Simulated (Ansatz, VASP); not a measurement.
## One calculation of F, two programs

The input INCAR:

```
SYSTEM = F
ALGO = Normal
EDIFF = 1E-6
ENCUT = 520
GGA = PS
ISIF = 2
ISMEAR = 0
LASPH = .TRUE.
LCHARG = .TRUE.
LELF = .TRUE.
LREAL = .FALSE.
LVHAR = .TRUE.
LWAVE = .FALSE.
NBANDS = 22
NELM = 60
PREC = Accurate
SIGMA = 0.05
```

KPOINTS

```
k-points
0
G
  4 4 2
  0 0 0
```

POSCAR

```
F
1.0
    3.0111171686     -1.7305922359     -0.2322433325
    3.0111171686      1.7305922359     -0.2322433325
   -2.2641300902      0.0000000000      6.9305478688
F
4
Direct
    0.0848459664      0.0848459664      0.1139841296
    0.9151540336      0.9151540336      0.8860158704
    0.5015719855      0.5015719855      0.5937195244
    0.4984280145      0.4984280145      0.4062804756
```

Input for Ansatz:

```yaml
crystal:
  lattice:
    - [3.0111171686, -1.7305922359, -0.2322433325]
    - [3.0111171686, 1.7305922359, -0.2322433325]
    - [-2.2641300902, 0.0, 6.9305478688]
  atoms:
    - { symbol: F, position: [0.0848459664, 0.0848459664, 0.1139841296] }
    - { symbol: F, position: [0.9151540336, 0.9151540336, 0.8860158704] }
    - { symbol: F, position: [0.5015719855, 0.5015719855, 0.5937195244] }
    - { symbol: F, position: [0.4984280145, 0.4984280145, 0.4062804756] }
basis:
  ecutwfc: 520.0
kpoints:
  mp_grid: { grid: [4, 4, 2] }
hamiltonian:
  xc: pbesol
scf:
  occupations: { method: gaussian, width: 0.05 }
output:
  forces: true
  stress: true
  eigenvalues: true
```

Alike in both runs: task single point; functional PBEsol; k mesh 4 × 4 × 2; occupations gaussian, width 0.05 eV; no spin polarisation.

```csv
,VASP,Ansatz
version,VASP 6.6.1,Ansatz 0.2.0
potentials or method,"VASP PAW PBE potentials, release 64 (F), cutoff 520 eV","scalar-relativistic, plane waves, PAW"
valence electrons in the cell,28,28
```

|  | VASP | Ansatz | Ansatz less VASP |
| --- | --- | --- | --- |
| gap on the k mesh at the Fermi level (eV) | 1.46 | 1.49 | +0.033 |
| least direct gap on the mesh (eV) | 1.54 | 1.57 | +0.036 |
| pressure (GPa) | -2.4 | -2.6 | -0.18 |
| traceless stress, the component that is largest in VASP (GPa) | -5.73 | -5.39 | +0.337 |
| rms of the force components (eV/Å) | 1.641 | 1.581 | -0.0595 |

VASP's potentials were made for PBE, not for PBEsol. Atom by atom the forces differ by 0.227 eV/Å (rms over components).

The k mesh is coarse, so the values compare programs but aren't converged.
